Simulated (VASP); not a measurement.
# KI: electric field gradients with PBEsol

Crystal: KI.

```
K I
1.0
     0.00000    3.45260    3.45260
     3.45260    0.00000    3.45260
     3.45260    3.45260    0.00000
K I
1 1
Direct
  0.00000 0.00000 0.00000
  0.50000 0.50000 0.50000
```

This cell differs from its parent crystal: volume scaled by 0.94.

```json
{"Program": "VASP 6.6.1", "Task": "electric field gradients", "Functional": "PBEsol", "Potentials or basis": "VASP PAW PBE potentials, release 64 (K_sv, I)", "Cutoff": "520 eV", "k mesh": "8 × 8 × 8", "Occupations": "fermi-dirac, width 0.01 eV", "Spin": "no spin polarisation", "Dipole correction": "no", "Further INCAR settings": "ALGO = Normal; EDIFF = 1e-08; NBANDS = 15"}
```

- Pressure: 0.6 GPa
- Band gap on the k mesh: 3.97 eV, direct

Levels at points of the mesh, in eV from the valence-band top:
```
           k point  band 6  band 7  band 8  band 9  band 10  band 11
(0.00, 0.00, 0.00)    0.00    0.00    0.00    3.97     6.38     6.38
(0.50, 0.00, 0.00)   -1.52   -0.41   -0.41    5.44     7.79     8.20
(0.50, 0.50, 0.00)   -1.13   -0.41   -0.41    4.69     5.82     8.13
```

Wall time 37 s on 1 thread of Intel(R) Xeon(R) Platinum 8259CL CPU @ 2.50GHz (Skylake/Cascade Lake), on a shared host, peak memory 0.21 GiB.

Caveat: without QUAD_EFG the Cq values of the log hold for a quadrupole moment of 1 mb, not for the nuclei; the PAW data sets were made with another functional, which shifts forces and pressure a little; spin-orbit coupling is left out, which moves the levels of the heavy elements. A k mesh can miss the band edges.
